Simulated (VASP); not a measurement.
Set up this calculation in VASP 6.6.1, as the native input.

```yaml
Task: single point
Functional: PBE
Potentials_or_basis: VASP PAW PBE potentials, release 64 (Ta_pv)
Cutoff: 520 eV
k_mesh: 1 × 1 × 12
Occupations: gaussian, width 0.05 eV
Spin: no spin polarisation
Dipole_correction: no
Further_INCAR_settings: ALGO = Normal; EDIFF = 1e-07; NBANDS = 48
```

The structure of Ta lies in POSCAR:

```
Ta
1.0
   13.7000000000      0.0000000000      0.0000000000
    0.0000000000     12.6000000000      0.0000000000
    0.0000000000      0.0000000000      4.3639646336
Ta
7
Direct
    0.6425307423      0.6236714064      0.0000000000
    0.6425307423      0.3763285936      0.0000000000
    0.5145762017      0.6373826242      0.5000000000
    0.5145762017      0.3626173758      0.5000000000
    0.4869647359      0.5000000000      0.0000000000
    0.3690601043      0.5000000000      0.5000000000
    0.6723508573      0.5000000000      0.5000000000
```

These files were run (other wordings do the same):

INCAR

```
PREC = Accurate ; ENCUT = 520
EDIFF = 1E-7 ; ISMEAR = 0
SIGMA = 0.05 ; LREAL = F
LASPH = T ; NELM = 100
ALGO = Normal ; ISIF = 2
LWAVE = F ; LCHARG = T
GGA = PE ; LELF = T
LVHAR = T ; NBANDS = 48
```

KPOINTS

```
regular mesh
0
Gamma
  1 1 12
```

Potentials or basis: VASP PAW PBE potentials, release 64 (Ta_pv).

The run is started by

```bash
$ cat potpaw_PBE.64/Ta_pv/POTCAR > POTCAR
$ mpirun -np 1 vasp_std > vasp.out
```

Results of the run:

```yaml
Largest_force: 0.013 eV/Å
Band_gap_on_the_k_mesh: zero (an odd number of electrons rules out a gap without spin polarisation)
```

Caveat: spin-orbit coupling is left out, which moves the levels of the heavy elements.

Wall time 5.9 min on 1 thread of Intel(R) Xeon(R) 6975P-C (Granite Rapids) (shared host), peak memory 0.76 GiB.
